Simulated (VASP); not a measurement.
# Ta2GaN3: single point with PBE

Crystal: Ta2GaN3.

```
Ta Ga N
1.0
     5.49985    0.00000    0.00000
    -2.74993    4.76301    0.00000
     0.00000    0.00000    2.83656
Ta Ga N
2 1 3
Direct
  0.33333 0.66667 0.00000
  0.66667 0.33333 0.00000
  0.00000 0.00000 0.00000
  0.50000 0.00000 0.50000
  0.50000 0.50000 0.50000
  0.00000 0.50000 0.50000
```

The cell was built from a structure type or drawn by symmetry, and may not be a known phase.

```yaml
Program: VASP 6.6.1
Task: single point
Functional: PBE
Potentials_or_basis: VASP PAW PBE potentials, release 64 (Ta_pv, Ga_d, N)
Cutoff: 520 eV
k_mesh: 12 × 12 × 14
Occupations: gaussian, width 0.1 eV
Spin: no spin polarisation
```

| Item | Value |
| --- | --- |
| Pressure | 0.6 GPa |
| Band gap on the k mesh | zero (bands 25 and 26 overlap by 2.24 eV) |

Stress tensor (GPa, compression positive):
```
0.45 0.00 0.00
0.00 0.45 0.00
0.00 0.00 0.76
```

Levels at points of the mesh, in eV from the Fermi level:
| k point | band 22 | band 23 | band 24 | band 25 | band 26 | band 27 | band 28 | band 29 |
| --- | --- | --- | --- | --- | --- | --- | --- | --- |
| (0.00, 0.00, 0.00) | -3.08 | -2.97 | -2.25 | -1.80 | 0.44 | 0.44 | 1.67 | 1.85 |
| (0.50, 0.00, 0.00) | -3.44 | -3.26 | -3.04 | -2.30 | 0.22 | 0.85 | 2.02 | 2.42 |
| (0.00, 0.00, 0.50) | -2.58 | -2.29 | -1.79 | -1.79 | -1.15 | -1.05 | 3.25 | 3.25 |
| (0.50, 0.00, 0.50) | -3.92 | -3.40 | -1.67 | -0.61 | 0.37 | 0.93 | 1.17 | 2.63 |

Wall time 3.1 min on 1 thread of Intel(R) Xeon(R) 6975P-C (Granite Rapids), with other jobs on the host, peak memory 0.46 GiB.

Caveat: spin-orbit coupling is left out, which moves the levels of the heavy elements.
